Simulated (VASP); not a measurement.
The system is Ta.

```
CELL_PARAMETERS angstrom
-1.65128 1.65128 1.65128
1.65128 -1.65128 1.65128
1.65128 1.65128 -1.65128
ATOMIC_POSITIONS crystal
Ta 0.00000 0.00000 0.00000
```

Base run:

* Program: VASP 6.6.1
* Functional: BLYP
* Potentials or basis: VASP PAW PBE potentials, release 64 (Ta_pv)
* Cutoff: 500 eV
* k mesh: 12 × 12 × 12
* Occupations: gaussian, width 0.1 eV
* Spin: no spin polarisation

Its results: pressure 8.9 GPa.

Q: The run is repeated on the same cell with these changes: functional from BLYP to PBEsol. What comes out?

A: Pressure -4.6 GPa.

PBEsol binds more tightly than BLYP, so the same cell stands under less pressure.

Caveats: the PAW data sets were made with another functional, which shifts forces and pressure a little.
